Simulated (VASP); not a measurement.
Here is a VASP 6.6.1 calculation.

The input INCAR:

```
PREC = Accurate
ENCUT = 520
EDIFF = 1E-6
ISMEAR = 0
SIGMA = 0.1
LREAL = F
LASPH = T
NELM = 60
ALGO = Normal
ISIF = 2
LWAVE = F
LCHARG = T
LDIPOL = T
IDIPOL = 3
DIPOL = 0.5 0.5 0.327
GGA = PE
LELF = T
LVHAR = T
LVACPOTAV = T
NBANDS = 30
```

Contents of KPOINTS:

```
Automatic mesh
0
Gamma
  6 6 1
```

The input POSCAR:

```
Al12H
1.0
    5.7143028096      0.0000000000      0.0000000000
   -2.8571514048      4.9487313980      0.0000000000
    0.0000000000      0.0000000000     20.1016424764
Al H
12 1
Direct
    0.3333333333      0.1666666667      0.1989887147
    0.3333333333      0.6666666667      0.1989887147
    0.8333333333      0.1666666667      0.1989887147
    0.8333333333      0.6666666667      0.1989887147
    0.1666666667      0.3333333333      0.3134533099
    0.1666666667      0.8333333333      0.3134533099
    0.6666666667      0.3333333333      0.3134533099
    0.6666666667      0.8333333333      0.3134533099
    0.0000000000      0.0000000000      0.4279074452
    0.0000000000      0.5000000000      0.4279074452
    0.5000000000      0.0000000000      0.4279074452
    0.5000000000      0.5000000000      0.4279074452
    0.0833333333      0.3333333333      0.4866492255
```

Potentials or basis: VASP PAW PBE potentials, release 64 (Al, H).

Launch:

```sh
$ cat potpaw_PBE.64/Al/POTCAR potpaw_PBE.64/H/POTCAR > POTCAR
$ mpirun -np 1 vasp_std > vasp.out
```

Problem. Predict the band gap on the k mesh.

Solution. Zero (an odd number of electrons rules out a gap without spin polarisation).

Problem. Estimate the largest force.

Solution. 0.284 eV/Å.

Forces on the atoms (eV/Å):
```
Al   0.078 -0.015 -0.065
Al   0.029  0.089 -0.061
Al  -0.106 -0.065 -0.029
Al  -0.007 -0.015 -0.123
Al   0.029 -0.017  0.282
Al   0.022  0.057 -0.067
Al  -0.020  0.020 -0.026
Al   0.101 -0.051 -0.058
Al   0.045  0.015  0.157
Al  -0.142  0.194  0.096
Al  -0.236 -0.105 -0.111
Al   0.170  0.077  0.017
H    0.039 -0.186 -0.012
```
